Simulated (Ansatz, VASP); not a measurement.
One calculation of Al2InSb3, two programs

POSCAR

```
Al2InSb3
1.0
    4.4806174540     -0.0000000289      0.0000000000
   -2.2403087020      3.8803285543      0.0000000000
    0.0000000000      0.0000000000     22.1742448000
Al In Sb
4 2 6
Direct
    0.0000000000      0.0000000000      0.5001110000
    0.6666666667      0.3333333333      0.9997310000
    0.6666666667      0.3333333333      0.3384050000
    0.6666666667      0.3333333333      0.6614260000
    0.0000000000      0.0000000000      0.1703830000
    0.0000000000      0.0000000000      0.8319460000
    0.0000000000      0.0000000000      0.2996090000
    0.0000000000      0.0000000000      0.6223290000
    0.0000000000      0.0000000000      0.9611880000
    0.6666666667      0.3333333333      0.1213840000
    0.6666666667      0.3333333333      0.4607150000
    0.6666666667      0.3333333333      0.7829720000
```

Contents of INCAR.step1:

```
  PREC = Accurate
  ENCUT = 520
  ISMEAR = 0
  SIGMA = 0.02
  LREAL = False
  LASPH = True
  NELM = 60
  NBANDS = 46
  GGA = PE
  ALGO = Normal
  EDIFF = 1E-4
  LWAVE = True
  LCHARG = False
```

File INCAR.step2:

```
  PREC = Accurate
  ENCUT = 520
  EDIFF = 1E-6
  ISMEAR = 0
  SIGMA = 0.02
  LREAL = False
  LASPH = True
  NELM = 60
  ALGO = Normal
  ISIF = 2
  LWAVE = False
  LCHARG = True
  METAGGA = R2SCAN
  LMIXTAU = True
  LELF = True
  LVHAR = True
  NBANDS = 46
  ISTART = 1
```

Contents of KPOINTS:

```
regular mesh
0
Gamma
  12 12 2
```

Input for Ansatz:

```yaml
crystal:
  lattice:
    - [4.480617454, -2.89e-08, 0.0]
    - [-2.240308702, 3.8803285543, 0.0]
    - [0.0, 0.0, 22.1742448]
  atoms:
    - { symbol: Al, position: [0.0, 0.0, 0.500111] }
    - { symbol: Al, position: [0.6666666667, 0.3333333333, 0.999731] }
    - { symbol: Al, position: [0.6666666667, 0.3333333333, 0.338405] }
    - { symbol: Al, position: [0.6666666667, 0.3333333333, 0.661426] }
    - { symbol: In, position: [0.0, 0.0, 0.170383] }
    - { symbol: In, position: [0.0, 0.0, 0.831946] }
    - { symbol: Sb, position: [0.0, 0.0, 0.299609] }
    - { symbol: Sb, position: [0.0, 0.0, 0.622329] }
    - { symbol: Sb, position: [0.0, 0.0, 0.961188] }
    - { symbol: Sb, position: [0.6666666667, 0.3333333333, 0.121384] }
    - { symbol: Sb, position: [0.6666666667, 0.3333333333, 0.460715] }
    - { symbol: Sb, position: [0.6666666667, 0.3333333333, 0.782972] }
basis:
  ecutwfc: 500
kpoints:
  mp_grid: { grid: [12, 12, 2] }
  band_path:
    path:
      - [[0.0, 0.0, 0.0], [0.5, 0.0, 0.0], [0.33333333, 0.33333333, 0.0], [0.0, 0.0, 0.0], [0.0, 0.0, 0.5], [0.5, 0.0, 0.5], [0.33333333, 0.33333333, 0.5], [0.0, 0.0, 0.5]]
      - [[0.5, 0.0, 0.5], [0.5, 0.0, 0.0]]
      - [[0.33333333, 0.33333333, 0.5], [0.33333333, 0.33333333, 0.0]]
    npoints: 10
hamiltonian:
  xc: r2scan
scf:
  occupations: { method: gaussian, width: 0.02 }
  n_extra_bands: 30
output:
  forces: true
  stress: true
  eigenvalues: true
  populations: true
  dos: { projected: true, de: 0.02, nscf_kmesh: { grid: [18, 18, 3] } }
  bader: false
  write_density: true
  write_potential: true
  elf: true
  volumetric_format: npy
```

Alike in both runs: task single point; functional r2SCAN; k mesh 12 × 12 × 2; occupations gaussian, width 0.02 eV; no spin polarisation.

|  | VASP | Ansatz |
| --- | --- | --- |
| version | VASP 6.6.1 | Ansatz 0.2.0 |
| potentials or method | VASP PAW PBE potentials, release 64 (Al, In_d, Sb), cutoff 520 eV | scalar-relativistic, plane waves, PAW |
| valence electrons in the cell | 68 | 128 |

Ansatz gave:

```
gap on the k mesh at the Fermi level (eV) : 0.79
least direct gap on the mesh (eV)         : 0.79
pressure (GPa)                            : -1.3
rms of the force components (eV/Å)        : 0.020
```

Task: Estimate VASP's values.

Result: gap on the k mesh at the Fermi level (eV): 0.78; least direct gap on the mesh (eV): 0.78; pressure (GPa): -1.2; rms of the force components (eV/Å): 0.023.

VASP's potentials were made for PBE, not for r2SCAN. Atom by atom the forces differ by 0.003 eV/Å (rms over components). With one functional, cell and mesh, what is left measures potentials, basis and numerics. VASP's potentials hold 68 valence electrons a cell and Ansatz's 128, so a difference there can come from the potentials and not from the codes.

Spin-orbit coupling is off throughout.
